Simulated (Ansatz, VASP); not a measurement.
# Two plane-wave programs on HfO2

```
Hf O
1.0
     5.08032    0.00000    0.00000
     0.00000    5.16487    0.00000
     0.00000    0.00000    4.89088
Hf O
4 8
Cartesian
  1.1308 4.0379 1.3307
  3.6710 3.7094 3.5602
  3.9495 1.1270 1.3307
  1.4093 1.4555 3.5602
  0.9491 0.8452 0.5113
  3.4892 1.7372 4.3796
  4.1312 4.3196 0.5113
  1.5911 3.4277 4.3796
  0.0000 2.5824 2.3919
  2.5402 0.0000 2.4990
  0.0000 0.0000 2.8153
  2.5402 2.5824 2.0756
```

Alike in both runs: functional PBEsol; k mesh 4 × 4 × 5; occupations fermi-dirac, width 0.05 eV; no spin polarisation.

|  | VASP | Ansatz |
| --- | --- | --- |
| version | VASP 6.6.1 | Ansatz 0.2.0 |
| potentials or method | VASP PAW PBE potentials, release 64 (Hf_pv, O) | Ansatz PAW |
| plane-wave cutoff (eV) | 520 | 420 |
| valence electrons in the cell | 88 | 152 |
| task | single point | band structure |

|  | VASP | Ansatz | Ansatz less VASP |
| --- | --- | --- | --- |
| gap on the k mesh at the Fermi level (eV) | 3.81 | 3.84 | +0.027 |
| least direct gap on the mesh (eV) | 3.81 | 3.84 | +0.027 |
| pressure (GPa) | -1.6 | 1.6 | +3.18 |
| traceless stress, the component that is largest in VASP (GPa) | 0.29 | 0.29 | -0.003 |
| rms of the force components (eV/Å) | 0.035 | 0.045 | +0.0102 |

VASP's potentials were made for PBE, not for PBEsol. Atom by atom the forces differ by 0.041 eV/Å (rms over components). VASP's potentials hold 88 valence electrons a cell and Ansatz's 152, so a difference there can come from the potentials and not from the codes.

Spin-orbit coupling is off throughout. Noted on Ansatz's run: the k mesh misses the band edges, so the gap on the mesh is wider than the one along the path.
